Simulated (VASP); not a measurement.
**Zr: single point with revPBE**

Zr:

```
CELL_PARAMETERS angstrom
4.86527 0.00000 0.00000
-2.43263 4.21344 0.00000
0.00000 0.00000 3.02965
ATOMIC_POSITIONS crystal
Zr 0.00000 0.00000 0.00000
Zr 0.33333 0.66667 0.50000
Zr 0.66667 0.33333 0.50000
```

This isn't the form of Zr at room conditions, which is hcp.

```
Program                : VASP 6.6.1
Task                   : single point
Functional             : revPBE
Potentials or basis    : VASP PAW PBE potentials, release 64 (Zr_sv)
Cutoff                 : 520 eV
k mesh                 : 8 × 8 × 11
Occupations            : fermi-dirac, width 0.1 eV
Spin                   : no spin polarisation
Dipole correction      : no
Further INCAR settings : ALGO = Normal; EDIFF = 1e-06; NBANDS = 25
```

| Quantity | Value |
| --- | --- |
| Pressure | 14.6 GPa |
| Band gap on the k mesh | zero (bands 18 and 19 overlap by 0.67 eV) |

Stress tensor (GPa, compression positive):
```
14.56  0.00  0.00
 0.00 14.56  0.00
 0.00  0.00 14.75
```

Levels at points of the mesh, in eV from the Fermi level:
```
           k point  band 14  band 15  band 16  band 17  band 18  band 19  band 20  band 21  band 22  band 23
(0.00, 0.00, 0.00)    -2.69    -0.42    -0.42    -0.39    -0.39    -0.14     0.91     1.79     1.79     2.49
(0.50, 0.00, 0.00)    -3.07    -3.04    -0.74    -0.72    -0.55    -0.03     0.79     1.23     2.10     2.69
```

Wall time 43 s on 1 thread of Intel(R) Xeon(R) 6975P-C (Granite Rapids), on a shared host, peak memory 0.21 GiB.

Caveat: the cell stands under pressure; the PAW data sets were made with another functional, which shifts forces and pressure a little.
